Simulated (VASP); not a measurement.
Wanted: the native input for a VASP 6.6.1 run.

```yaml
Task: single point
Functional: PBE
Potentials_or_basis: VASP PAW PBE potentials, release 64 (Sc_sv, Ge_d, Te)
Cutoff: 520 eV
k_mesh: 6 × 6 × 6
Occupations: gaussian, width 0.1 eV
Spin: collinear spin
Starting_moments: "[1.0, 1.0, 0.0, 0.0, 0.0] μB"
Dipole_correction: no
Further_INCAR_settings: ALGO = Normal; EDIFF = 1e-06; NBANDS = 36
```

The structure of Sc2GeTe2 lies in POSCAR:

```
Sc2GeTe2
1.0
   -2.5230056764      2.5230056764      5.9887174792
    2.5230056764     -2.5230056764      5.9887174792
    2.5230056764      2.5230056764     -5.9887174792
Sc Ge Te
2 1 2
Direct
    0.6348313232      0.6348313232      0.0000000000
    0.3651686768      0.3651686768      0.0000000000
    0.0000000000      0.0000000000      0.0000000000
    0.7500000000      0.2500000000      0.5000000000
    0.2500000000      0.7500000000      0.5000000000
```

The cell was built from a structure type or drawn by symmetry, and may not be a known phase.

The input as run:

INCAR

```
PREC = Accurate
ENCUT = 520
EDIFF = 1E-6
ISMEAR = 0
SIGMA = 0.1
LREAL = False
LASPH = True
NELM = 150
ALGO = Normal
ISIF = 2
LWAVE = False
LCHARG = True
ISPIN = 2
MAGMOM = 1 1 0 0 0
LORBIT = 11
LMAXMIX = 4
GGA = PE
LELF = True
LVHAR = True
NBANDS = 36
```

KPOINTS

```
Automatic mesh
0
Gamma
  6 6 6
```

Potentials or basis: VASP PAW PBE potentials, release 64 (Sc_sv, Ge_d, Te).

The run is started by

```sh
$ cat potpaw_PBE.64/Sc_sv/POTCAR potpaw_PBE.64/Ge_d/POTCAR potpaw_PBE.64/Te/POTCAR > POTCAR
$ mpirun -np 1 vasp_std > vasp.out
```

Results of the run:

```json
{
 "Pressure": "0.2 GPa",
 "Largest force": "0.048 eV/Å",
 "Net moment": "-0.17 μB per cell",
 "Site moments": "Sc +0.07; Ge -0.15; Te -0.01 μB",
 "Valence electrons inside the program's atomic spheres": "Sc 9.33; Ge 11.99; Te 3.50"
}
```

Run time: 25 min on 1 thread of Intel Xeon 8259CL, on a shared host, peak memory 0.69 GiB.
